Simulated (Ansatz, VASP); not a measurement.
# One calculation of Re, two programs

File INCAR:

```
PREC = Accurate
ENCUT = 560
EDIFF = 1E-6
ISMEAR = -1
SIGMA = 0.3
LREAL = False
LASPH = True
NELM = 120
ALGO = Normal
ISIF = 2
LWAVE = False
LCHARG = True
GGA = CA
LELF = True
LVHAR = True
NBANDS = 22
GGA_COMPAT = False
```

File KPOINTS:

```
regular mesh
0
Gamma
  13 13 7
```

File POSCAR:

```
Re
1.0
    2.7391880258      0.0000000000      0.0000000000
   -1.3695940129      2.3722064161      0.0000000000
    0.0000000000      0.0000000000      4.4118668232
Re
2
Direct
    0.3333333333      0.6666666667      0.2500000000
    0.6666666667      0.3333333333      0.7500000000
```

Input for Ansatz:

```yaml
crystal:
  lattice:
    - [2.7391880258, 0.0, 0.0]
    - [-1.3695940129, 2.3722064161, 0.0]
    - [0.0, 0.0, 4.4118668232]
  atoms:
    - { symbol: Re, position: [0.3333333333, 0.6666666667, 0.25] }
    - { symbol: Re, position: [0.6666666667, 0.3333333333, 0.75] }
hamiltonian:
  xc: lda
  pseudopotentials:
    kind: paw
    azcp:
      Re: "pseudopotentials/Re.paw.azcp"
basis:
  ecutwfc: 420
  fft_grid_basis: typed
kpoints:
  mp_grid: { grid: [13, 13, 7], shift: [0, 0, 0] }
magnetization:
  spin_polarized: false
scf:
  occupations: { method: fermi_dirac, width: 0.3 }
  lower_state_search: "off"
output:
  stress: true
  write_density: true
  write_potential: true
  elf: true
  volumetric_format: npy
```

Alike in both runs: task single point; functional LDA; k mesh 13 × 13 × 7; occupations fermi-dirac, width 0.3 eV; no spin polarisation.

|  | VASP | Ansatz |
| --- | --- | --- |
| version | VASP 6.6.1 | Ansatz 0.2.0 |
| potentials or method | VASP PAW LDA potentials, release 64 (Re_sv_GW), cutoff 560 eV | plane waves (420 eV) with PAW, scalar-relativistic |
| valence electrons in the cell | 30 | 30 |

|  | VASP | Ansatz | Ansatz less VASP |
| --- | --- | --- | --- |
| pressure (GPa) | 1.6 | 1.6 | +0.03 |
| traceless stress, the component that is largest in VASP (GPa) | -1.08 | -1.04 | +0.045 |

Ansatz warns that its potentials were made for another functional, while VASP's fit it. LDA's correlation is that of Perdew and Zunger in VASP and of Perdew and Wang (1992) in Ansatz.

Neither program's run includes spin-orbit coupling.
